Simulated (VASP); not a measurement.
Set up this calculation in VASP 6.6.1, as the native input.

| Item | Value |
| --- | --- |
| Task | single point |
| Functional | r2SCAN |
| Potentials or basis | VASP PAW PBE potentials, release 64 (Ca_sv, O) |
| Cutoff | 520 eV |
| k mesh | 10 × 10 × 10 |
| Occupations | gaussian, width 0.01 eV |
| Spin | no spin polarisation |
| Dipole correction | no |
| Further INCAR settings | ALGO = Normal; EDIFF = 1e-06; NBANDS = 15 |

The system is CaO.

```
Ca O
1.0
     0.00000    2.31483    2.44355
     2.31483    0.00000    2.44355
     2.31483    2.31483    0.00000
Ca O
1 1
Direct
  0.00000 0.00000 0.00000
  0.50000 0.50000 0.50000
```

This cell differs from its parent crystal: epitaxial xy strain -3.5%.

One way to write it, as run:

POSCAR

```
CaO
1.0
    0.0000000000      2.3148346397      2.4435512815
    2.3148346397      0.0000000000      2.4435512815
    2.3148346397      2.3148346397      0.0000000000
Ca O
1 1
Direct
    0.0000000000      0.0000000000      0.0000000000
    0.5000000000      0.5000000000      0.5000000000
```

INCAR.step1

```
SYSTEM = CaO
PREC = Accurate
ENCUT = 520
ISMEAR = 0
SIGMA = 0.01
LREAL = .FALSE.
LASPH = .TRUE.
NELM = 60
NBANDS = 15
GGA = PE
ALGO = Normal
EDIFF = 1E-4
LWAVE = .TRUE.
LCHARG = .FALSE.
```

INCAR.step2

```
SYSTEM = CaO
PREC = Accurate
ENCUT = 520
EDIFF = 1E-6
ISMEAR = 0
SIGMA = 0.01
LREAL = .FALSE.
LASPH = .TRUE.
NELM = 60
ALGO = Normal
ISIF = 2
LWAVE = .FALSE.
LCHARG = .TRUE.
METAGGA = R2SCAN
LMIXTAU = .TRUE.
LELF = .TRUE.
LVHAR = .TRUE.
NBANDS = 15
ISTART = 1
```

KPOINTS

```
Automatic mesh
0
G
  10 10 10
  0 0 0
```

Potentials or basis: VASP PAW PBE potentials, release 64 (Ca_sv, O).

Run with:

```bash
$ cat potpaw_PBE.64/Ca_sv/POTCAR potpaw_PBE.64/O/POTCAR > POTCAR
$ cp INCAR.step1 INCAR
$ mpirun -np 1 vasp_std > vasp.out
$ cp INCAR.step2 INCAR
$ mpirun -np 1 vasp_std > vasp.out
```

Results of the run:

```yaml
Pressure: 9.0 GPa
Band_gap_on_the_k_mesh: 4.07 eV, indirect (least direct gap 4.44 eV)
```

Caveat: the cell differs from its parent crystal (epitaxial xy strain -3.5%); the PAW data sets were made with another functional, which shifts forces and pressure a little.

It took 2.9 min on 1 thread of Intel(R) Xeon(R) Platinum 8259CL CPU @ 2.50GHz (Skylake/Cascade Lake), with other jobs on the host, peak memory 0.18 GiB.
